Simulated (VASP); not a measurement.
# HRu6Cl8: single point with PBE

Crystal: HRu6Cl8.

```
Cl Ru H
1.0
     0.00000    5.14491    5.14491
     5.14491    0.00000    5.14491
     5.14491    5.14491    0.00000
Cl Ru H
8 6 1
Direct
  0.75700 0.24300 0.24300
  0.24300 0.75700 0.24300
  0.24300 0.75700 0.75700
  0.75700 0.24300 0.75700
  0.24300 0.24300 0.75700
  0.75700 0.75700 0.24300
  0.25000 0.25000 0.25000
  0.75000 0.75000 0.75000
  0.50000 0.00000 0.00000
  0.50000 0.00000 0.50000
  0.00000 0.50000 0.50000
  0.00000 0.50000 0.00000
  0.50000 0.50000 0.00000
  0.00000 0.00000 0.50000
  0.00000 0.00000 0.00000
```

```yaml
Program: VASP 6.6.1
Task: single point
Functional: PBE
Potentials_or_basis: VASP PAW PBE potentials, release 64 (Cl, Ru_pv, H)
Cutoff: 520 eV
k_mesh: 6 × 6 × 6
Occupations: fermi-dirac, width 0.1 eV
Spin: no spin polarisation
```

- Pressure: -7.6 GPa
- Largest force: 0.267 eV/Å
- Band gap on the k mesh: zero (an odd number of electrons rules out a gap without spin polarisation)

Forces on the atoms (eV/Å):
```
Cl  -0.267  0.000  0.000
Cl   0.000 -0.267  0.000
Cl   0.267  0.000  0.000
Cl   0.000  0.267  0.000
Cl   0.000  0.000 -0.267
Cl   0.000  0.000  0.267
Cl   0.000  0.000  0.000
Cl   0.000  0.000  0.000
Ru   0.000  0.000  0.000
Ru   0.000  0.000  0.000
Ru   0.000  0.000  0.000
Ru   0.000  0.000  0.000
Ru   0.000  0.000  0.000
Ru   0.000  0.000  0.000
H    0.000  0.000  0.000
```

Levels at points of the mesh, in eV from the Fermi level:
```
           k point  band 68  band 69  band 70  band 71  band 72  band 73  band 74  band 75  band 76  band 77
(0.00, 0.00, 0.00)    -0.24    -0.08    -0.08    -0.01    -0.01    -0.01     0.10     0.82     1.51     1.97
(0.50, 0.00, 0.00)    -0.15     0.26     0.26     0.27     0.27     0.51     0.59     0.63     0.73     0.73
(0.50, 0.50, 0.00)    -0.27    -0.27    -0.24    -0.19    -0.07    -0.07    -0.01     0.16     0.21     0.26
```

It took 15 min on 1 thread of Intel(R) Xeon(R) Platinum 8375C CPU @ 2.90GHz (Ice Lake), with other jobs on the host, peak memory 0.52 GiB.

Caveat: the cell stands under tension; an odd number of electrons without spin polarisation forces a metal; a magnetic or distorted state may lie lower.
